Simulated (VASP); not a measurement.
# Ge in VASP: notebook

Runs on Ge. Level: PBE+D3(BJ). Tasks: single point.

All numbers are computed with VASP 6.6.1; they aren't measurements. Logs are shortened: lines on timing, memory, paths and dates and some standing lists are left out, and cuts for length are marked.

**1. The cell of the first run**

The cell holds a slab with vacuum, 2 atoms: a = 3.965 Å, b = 3.965 Å, c = 28.000 Å, α = 90.00°, β = 90.00°, γ = 120.00°.

**2. Single point, PBE+D3(BJ)**

INCAR

```
ALGO = Normal
DIPOL = 0.5 0.5 0.500
EDIFF = 1E-7
ENCUT = 520
GGA = PE
IDIPOL = 3
ISIF = 2
ISMEAR = 0
IVDW = 12
LASPH = True
LCHARG = False
LDIPOL = True
LREAL = False
LWAVE = False
NBANDS = 21
NELM = 100
PREC = Accurate
SIGMA = 0.1
```

KPOINTS

```
k-points
0
Gamma
  12 12 1
```

POSCAR

```
Ge
1.0
    3.9650000000      0.0000000000      0.0000000000
   -1.9825000000      3.4337907260      0.0000000000
    0.0000000000      0.0000000000     28.0000000000
Ge
2
Direct
    0.3333333333      0.6666666667      0.5078571429
    0.6666666667      0.3333333333      0.4921428571
```

Potentials or basis: VASP PAW PBE potentials, release 64 (Ge_d).

Command:

```
cat potpaw_PBE.64/Ge_d/POTCAR > POTCAR
mpirun -np 1 vasp_std > vasp.out
```

OUTCAR:

```text
EDIFF = 1E-7
   ENCUT = 520
   GGA = PE
   ISIF = 2
   ISMEAR = 0
   IVDW = 12
   LASPH = True
   LREAL = False
   NELM = 100
   PREC = Accurate
 IVDW          = 12

 ion  position               nearest neighbor table
   1  0.333  0.667  0.508-   2 2.33   2 2.33   2 2.33
   2  0.667  0.333  0.492-   1 2.33   1 2.33   1 2.33

  LATTYP: Found a hexagonal cell.
 ALAT       =     3.9650000000
 C/A-ratio  =     7.0617906683

  Lattice vectors:

 A1 = (   3.9650000000,   0.0000000000,   0.0000000000)
 A2 = (  -1.9825000000,   3.4337907260,   0.0000000000)
 A3 = (   0.0000000000,   0.0000000000,  28.0000000000)

Analysis of symmetry for initial positions (statically):
=====================================================================
 Subroutine PRICEL returns:
 Original cell was already a primitive cell.

 Routine SETGRP: Setting up the symmetry group for a
 hexagonal supercell.

 Subroutine GETGRP returns: Found 12 space group operations
 (whereof 12 operations were pure point group operations)
 out of a pool of 24 trial point group operations.

The static configuration has the point symmetry D_3d.

Analysis of symmetry for dynamics (positions and initial velocities):
=====================================================================
 Subroutine PRICEL returns:
 Original cell was already a primitive cell.

 Routine SETGRP: Setting up the symmetry group for a
 hexagonal supercell.

 Subroutine GETGRP returns: Found 12 space group operations
 (whereof 12 operations were pure point group operations)
 out of a pool of 24 trial point group operations.

The dynamic configuration has the point symmetry D_3d.

 Subroutine INISYM returns: Found 12 space group operations
 (whereof 12 operations are pure point group operations),
 and found     1 'primitive' translations

----------------------------------------------------------------------------------------

                                     Primitive cell

  volume of cell :     381.2194

  direct lattice vectors                    reciprocal lattice vectors
     3.965000000  0.000000000  0.000000000     0.252206810  0.145611669  0.000000000
    -1.982500000  3.433790726  0.000000000     0.000000000  0.291223339  0.000000000
     0.000000000  0.000000000 28.000000000     0.000000000  0.000000000  0.035714286

  length of vectors
     3.965000000  3.965000000 28.000000000     0.291223339  0.291223339  0.035714286

  position of ions in fractional coordinates (direct lattice)
     0.333333333  0.666666667  0.507857143
     0.666666667  0.333333333  0.492142857

  ion indices of the primitive-cell ions
   primitive index   ion index
                 1           1
                 2           2

----------------------------------------------------------------------------------------

 KPOINTS: k-points

Automatic generation of k-mesh.
 Grid dimensions read from file:
 generate k-points for:   12   12    1

 Generating k-lattice:

  Cartesian coordinates                     Fractional coordinates (reciprocal lattice)
     0.021017234  0.012134306  0.000000000     0.083333333  0.000000000  0.000000000
     0.000000000  0.024268612  0.000000000     0.000000000  0.083333333  0.000000000
     0.000000000  0.000000000  0.035714286     0.000000000  0.000000000  1.000000000

  Length of vectors
     0.024268612  0.024268612  0.035714286

  Shift w.r.t. Gamma in fractional coordinates (k-lattice)
     0.000000000  0.000000000  0.000000000

 Subroutine IBZKPT returns following result:
 ===========================================

 Found     19 irreducible k-points:

 Following reciprocal coordinates:
            Coordinates               Weight
  0.000000  0.000000  0.000000      1.000000
  0.083333 -0.000000  0.000000      6.000000
  0.166667 -0.000000  0.000000      6.000000
  0.250000 -0.000000  0.000000      6.000000
  0.333333 -0.000000  0.000000      6.000000
  0.416667 -0.000000  0.000000      6.000000
[... 11 lines left out ...]
  0.333333  0.250000  0.000000     12.000000
  0.333333  0.333333  0.000000      2.000000
   k-points           NKPTS =     19   k-points in BZ     NKDIM =     19   number of bands    NBANDS=     21
   number of dos      NEDOS =    301   number of ions     NIONS =      2
   total plane-waves  NPLWV = 189000
   dimension x,y,z NGX =    30 NGY =   30 NGZ =  210
   dimension x,y,z NGXF=    60 NGYF=   60 NGZF=  420
   ions per type =               2
   NGX,Y,Z   is equivalent  to a cutoff of  12.58, 12.58, 12.47 a.u.
   NGXF,Y,Z  is equivalent  to a cutoff of  25.16, 25.16, 24.94 a.u.
 SYSTEM =  unknown system
   PREC   = accura    normal or accurate (medium, high low for compatibility)
   ISTART =      0    job   : 0-new  1-cont  2-samecut
   ICHARG =      2    charge: 1-file 2-atom 10-const
   ISPIN  =      1    spin polarized calculation?
   LNONCOLLINEAR =      F non collinear calculations
   LSORBIT =      F    spin-orbit coupling
   LASPH  =      T    aspherical Exc in radial PAW
   ENCUT  =  520.0 eV  38.22 Ry    6.18 a.u.   7.37  7.37 52.06*2*pi/ulx,y,z
   NELM   =    100;   NELMIN=  2; NELMDL= -5     # of ELM steps
   EDIFF  = 0.1E-06   stopping-criterion for ELM
   LREAL  =      F    real-space projection
   EDIFFG = 0.1E-05   stopping-criterion for IOM
   NSW    =      0    number of steps for IOM
   IBRION =     -1    ionic relax: 0-MD 1-quasi-New 2-CG
   NFREE  =      0    steps in history (QN), initial steepest desc. (CG)
   ISIF   =      2    stress and relaxation
   ISYM   =      2    0-nonsym 1-usesym 2-fastsym
   POTIM  = 0.5000    time-step for ionic-motion
   TEBEG  =    0.0;   TEEND  =   0.0 temperature during run
   PSTRESS=    0.0 pullay stress
   NELECT =      28.0000    total number of electrons
   NUPDOWN=      -1.0000    fix difference up-down
   EMIN   =  10.00;   EMAX   =-10.00  energy-range for DOS
   EFERMI =   0.00;   METHOD = LEGACY
   ISMEAR =     0;   SIGMA  =   0.10  broadening in eV -4-tet -1-fermi 0-gaus
   EFERMI_NEDOS =   21; number of points for ismear=-14 and -15
   IALGO  =     38    algorithm
   IMIX   =      4    mixing-type and parameters
     AMIX     =   0.40;   BMIX     =  1.00
     AMIX_MAG =   1.60;   BMIX_MAG =  1.00
  volume/ion in A,a.u.               =     190.61      1286.30
  Fermi-wavevector in a.u.,A,eV,Ry     =   0.685597  1.295591  6.395334  0.470044
  Thomas-Fermi vector in A             =   1.765584
   LORBIT       =      0    0 simple, 1 ext, 2 COOP (PROOUT), +10 PAW based schemes
   GGA     = PE    functional components
   LHFCALC =     F    Hartree Fock is set to
   AEXX    =    0.0000 exact exchange contribution
   IVDW    =    12    specifies the selected vdW correction
   LEPSILON=     F    determine dielectric tensor
   LRPA    =     F    only Hartree local field effects (RPA)
 non-spin polarized calculation
 Gauss-broadening in eV      SIGMA  =   0.10
  energy-cutoff  :      520.00
  volume of cell :      381.22
 maximum number of plane-waves:     10347
 NGX is ok and might be reduce to    30
   NGX = 15   NGY = 15   NGZ =105

 dipolmoment           0.000000      0.000000      0.000000 electrons x Angstroem

 number of electron      28.0000030 magnetization

 dipolmoment           0.000000      0.000000     -0.000000 electrons x Angstroem

 Free energy of the ion-electron system (eV)
  ---------------------------------------------------
  ext. energy  EPLUGINS =         0.00000000
  ---------------------------------------------------
  free energy    TOTEN  =        -7.94764037 eV

  energy without entropy =       -7.94591084  energy(sigma->0) =       -7.94677561

 E-fermi :  -3.2921     XC(G=0):  -1.6383

 val. band max:       -3.8630839325   @ k =   0.3333   0.2500   0.0000
 cond. band min:      -3.2878811490   @ k =   0.3333   0.3333   0.0000
 fundamental gap:      0.5752027835
 Fermi energy:        -3.2920612963

 k-point     1 :       0.0000    0.0000    0.0000
  band No.  band energies     occupation
      1     -28.2043      2.00000
      2     -28.2043      2.00000
      3     -28.1889      2.00000
      4     -28.1586      2.00000
      5     -28.1586      2.00000
      6     -27.9888      2.00000
[... 13 lines left out ...]
     20       1.1385      0.00000
     21       1.5966      0.00000

 k-point     2 :       0.0833   -0.0000    0.0000
  band No.  band energies     occupation
      1     -28.2147      2.00000
      2     -28.2142      2.00000
      3     -28.1921      2.00000
      4     -28.1511      2.00000
      5     -28.1485      2.00000
      6     -27.9873      2.00000
[... 13 lines left out ...]
     20       1.2220      0.00000
     21       1.6319      0.00000

 k-point     3 :       0.1667   -0.0000    0.0000
  band No.  band energies     occupation
      1     -28.2341      2.00000
      2     -28.2326      2.00000
      3     -28.1995      2.00000
      4     -28.1402      2.00000
      5     -28.1297      2.00000
      6     -27.9930      2.00000
[... 13 lines left out ...]
     20       1.5166      0.00000
     21       1.6761      0.00000

 k-point     4 :       0.2500   -0.0000    0.0000
  band No.  band energies     occupation
      1     -28.2529      2.00000
      2     -28.2509      2.00000
      3     -28.2080      2.00000
      4     -28.1343      2.00000
      5     -28.1110      2.00000
      6     -28.0093      2.00000
[... 13 lines left out ...]
     20       2.2843      0.00000
     21       2.3820      0.00000

 k-point     5 :       0.3333   -0.0000    0.0000
  band No.  band energies     occupation
      1     -28.2678      2.00000
      2     -28.2657      2.00000
      3     -28.2152      2.00000
      4     -28.1334      2.00000
      5     -28.0956      2.00000
      6     -28.0246      2.00000
[... 13 lines left out ...]
     20       2.9811      0.00000
     21       3.1299      0.00000

 k-point     6 :       0.4167   -0.0000    0.0000
  band No.  band energies     occupation
      1     -28.2771      2.00000
      2     -28.2752      2.00000
      3     -28.2199      2.00000
      4     -28.1345      2.00000
      5     -28.0855      2.00000
      6     -28.0347      2.00000
[... 13 lines left out ...]
     20       3.6338      0.00000
     21       3.8676      0.00000

 k-point     7 :       0.5000   -0.0000    0.0000
  band No.  band energies     occupation
      1     -28.2803      2.00000
      2     -28.2785      2.00000
      3     -28.2215      2.00000
      4     -28.1352      2.00000
      5     -28.0821      2.00000
      6     -28.0382      2.00000
[... 13 lines left out ...]
     20       3.9784      0.00000
     21       4.3465      0.00000
[... 171 lines left out ...]
      1     -28.3127      2.00000
      2     -28.2446      2.00000
      3     -28.2204      2.00000
      4     -28.1344      2.00000
      5     -28.0699      2.00000
      6     -28.0396      2.00000
[... 13 lines left out ...]
     20       3.4604      0.00000
     21       3.6385      0.00000

 k-point    16 :       0.4167    0.1667    0.0000
  band No.  band energies     occupation
      1     -28.3178      2.00000
      2     -28.2440      2.00000
      3     -28.2220      2.00000
      4     -28.1349      2.00000
      5     -28.0669      2.00000
      6     -28.0422      2.00000
[... 13 lines left out ...]
     20       4.2413      0.00000
     21       4.4646      0.00000

 k-point    17 :       0.2500    0.2500    0.0000
  band No.  band energies     occupation
      1     -28.3177      2.00000
      2     -28.2394      2.00000
      3     -28.2200      2.00000
      4     -28.1340      2.00000
      5     -28.0638      2.00000
      6     -28.0411      2.00000
[... 13 lines left out ...]
     20       3.3437      0.00000
     21       3.5489      0.00000

 k-point    18 :       0.3333    0.2500    0.0000
  band No.  band energies     occupation
      1     -28.3283      2.00000
      2     -28.2345      2.00000
      3     -28.2230      2.00000
      4     -28.1347      2.00000
      5     -28.0553      2.00000
      6     -28.0461      2.00000
[... 13 lines left out ...]
     20       4.0175      0.00000
     21       4.1924      0.00000

 k-point    19 :       0.3333    0.3333    0.0000
  band No.  band energies     occupation
      1     -28.3338      2.00000
      2     -28.2273      2.00000
      3     -28.2273      2.00000
      4     -28.1348      2.00000
      5     -28.0489      2.00000
      6     -28.0489      2.00000
[... 13 lines left out ...]
     20       3.7144      0.00000
     21       3.7144      0.00000

------------------------ aborting loop because EDIFF is reached ----------------------------------------

 vacuum level on the upper side and lower side of the slab       (xc-potential included)        -0.006        -0.006

 Edisp (eV)   -0.31813

 E8    (eV) :    -0.1523

  FORCE on cell =-STRESS in cart. coord.  units (eV):
  Direction    XX          YY          ZZ          XY          YZ          ZX
  --------------------------------------------------------------------------------------
  -------------------------------------------------------------------------------------
  Total       1.64487     1.64487     0.28007     0.00000     0.00000     0.00000
  in kB       6.91300     6.91300     1.17705     0.00000     0.00000     0.00000
  external pressure =        5.00 kB  Pullay stress =        0.00 kB

 VOLUME and BASIS-vectors are now :
 -----------------------------------------------------------------------------
  energy-cutoff  :      520.00
  volume of cell :      381.22
      direct lattice vectors                 reciprocal lattice vectors
     3.965000000  0.000000000  0.000000000     0.252206810  0.145611669  0.000000000
    -1.982500000  3.433790726  0.000000000     0.000000000  0.291223339  0.000000000
     0.000000000  0.000000000 28.000000000     0.000000000  0.000000000  0.035714286

 POSITION                                       TOTAL-FORCE (eV/Angst)
 -----------------------------------------------------------------------------------
     -0.00000      2.28919     14.22000        -0.000000     -0.000000      0.671770
      1.98250      1.14460     13.78000         0.000000      0.000000     -0.671770
 -----------------------------------------------------------------------------------
    total drift:                               -0.000000      0.000000     -0.000000

  FREE ENERGIE OF THE ION-ELECTRON SYSTEM (eV)
  ---------------------------------------------------
  free  energy   TOTEN  =        -8.2657735896 eV

  energy  without entropy=       -8.2640440664  energy(sigma->0) =       -8.26490883

 vacuum level on the upper side and lower side of the slab         1.103         1.103
```

Wall time 5 min (1 thread of Intel Xeon 6975P-C (Granite Rapids), shared host); peak memory 0.52 GiB.

What came out:

```yaml
Free_energy: -8.2658 eV
Largest_force: 0.672 eV/Å
Band_gap_on_the_k_mesh: zero (filled and empty bands touch)
Dispersion_energy_per_atom: -0.159 eV
```

Forces on the atoms (eV/Å):
```
Ge   0.000  0.000  0.672
Ge   0.000  0.000 -0.672
```

Levels at points of the mesh, in eV from the Fermi level:
```csv
k point,band 12,band 13,band 14,band 15,band 16,band 17
"(0.00, 0.00, 0.00)",-3.37,-1.08,-1.08,0.09,2.68,3.63
"(0.50, 0.00, 0.00)",-8.04,-2.73,-1.13,0.78,1.10,5.76
```

**3. Single point, PBE+D3(BJ)**

INCAR

```
  ALGO = Normal
  DIPOL = 0.5 0.5 0.500
  EDIFF = 1E-6
  ENCUT = 520
  GGA = PE
  IDIPOL = 3
  ISIF = 2
  ISMEAR = 0
  IVDW = 12
  LASPH = True
  LCHARG = True
  LDIPOL = True
  LELF = True
  LREAL = False
  LVACPOTAV = True
  LVHAR = True
  LWAVE = False
  NBANDS = 21
  NELM = 60
  PREC = Accurate
  SIGMA = 0.1
```

KPOINTS is that of step 2.

POSCAR

```
Ge
1.0
    3.9650000000      0.0000000000      0.0000000000
   -1.9825000000      3.4337907260      0.0000000000
    0.0000000000      0.0000000000     28.0000000000
Ge
2
Direct
    0.3333333333      0.6666666667      0.5130892857
    0.6666666667      0.3333333333      0.4869107143
```

Potentials or basis: VASP PAW PBE potentials, release 64 (Ge_d).

Command:

```
cat potpaw_PBE.64/Ge_d/POTCAR > POTCAR
mpirun -np 1 vasp_std > vasp.out
```

Run time: 5.2 min. Hardware: 1 thread of Intel Xeon 6975P-C (Granite Rapids), shared host; peak memory 0.53 GiB.

The run converged. Its results:

| Item | Value |
| --- | --- |
| Free energy | -8.3729 eV |
| Largest force | 0.107 eV/Å |
| Band gap on the k mesh | zero (filled and empty bands touch) |
| Dispersion energy per atom | -0.159 eV |

Forces in eV/Å, atoms in the order of the input:
```
Ge   0.000  0.000 -0.107
Ge   0.000  0.000  0.107
```

Levels at points of the mesh, in eV from the Fermi level:
```csv
k point,band 11,band 12,band 13,band 14,band 15,band 16,band 17,band 18
"(0.00, 0.00, 0.00)",-11.35,-3.60,-0.22,-0.22,1.07,2.19,4.12,4.12
"(0.50, 0.00, 0.00)",-9.21,-7.34,-1.84,-1.19,0.67,1.90,5.44,6.40
```

**4. Single point, PBE+D3(BJ)**

INCAR

```
PREC     = Accurate       # precision mode
ENCUT    = 520            # plane-wave cutoff, eV
EDIFF    = 1E-6           # SCF threshold, eV
ISMEAR   = 0              # smearing method
SIGMA    = 0.1            # smearing width, eV
LREAL    = False          # projectors in reciprocal space
LASPH    = True           # aspherical terms in the spheres
NELM     = 80             # most SCF steps
ALGO     = Normal         # electronic algorithm
ISIF     = 2              # what is computed and relaxed
LWAVE    = False          # write WAVECAR
LCHARG   = False          # write CHGCAR
LDIPOL   = True         
IDIPOL   = 3            
DIPOL    = 0.5 0.5 0.500
GGA      = PE             # functional
IVDW     = 12             # dispersion correction
NBANDS   = 21             # bands
```

KPOINTS

```
Automatic mesh
0
Gamma
  12 12 1
```

POSCAR

```
Ge
1.0
    3.9650000000      0.0000000000      0.0000000000
   -1.9825000000      3.4337907260      0.0000000000
    0.0000000000      0.0000000000     28.0000000000
Ge
2
Direct
    0.3333333333      0.6666666667      0.5183214286
    0.6666666667      0.3333333333      0.4816785714
```

Command:

```
cat potpaw_PBE.64/Ge_d/POTCAR > POTCAR
mpirun -np 1 vasp_std > vasp.out
```

Run time: 4.6 min. Hardware: 1 thread of Intel Xeon 6975P-C (Granite Rapids), shared host; peak memory 0.52 GiB.

The run converged. Its results:

```yaml
Free_energy: -8.1722 eV
Largest_force: 1.181 eV/Å
Band_gap_on_the_k_mesh: zero (bands 14 and 15 overlap by 0.74 eV)
Dispersion_energy_per_atom: -0.158 eV
```

Forces in eV/Å, atoms in the order of the input:
```
Ge   0.000  0.000 -1.181
Ge   0.000  0.000  1.181
```

Levels at points of the mesh, in eV from the Fermi level:
| k point | band 10 | band 11 | band 12 | band 13 | band 14 | band 15 | band 16 | band 17 | band 18 | band 19 |
| --- | --- | --- | --- | --- | --- | --- | --- | --- | --- | --- |
| (0.00, 0.00, 0.00) | -24.13 | -10.94 | -4.33 | 0.32 | 0.32 | 1.28 | 1.66 | 3.97 | 4.13 | 4.14 |
| (0.50, 0.00, 0.00) | -24.11 | -8.84 | -7.05 | -1.63 | -1.29 | 0.12 | 2.25 | 4.59 | 6.03 | 6.07 |

(Continued in part 2 of 2.)
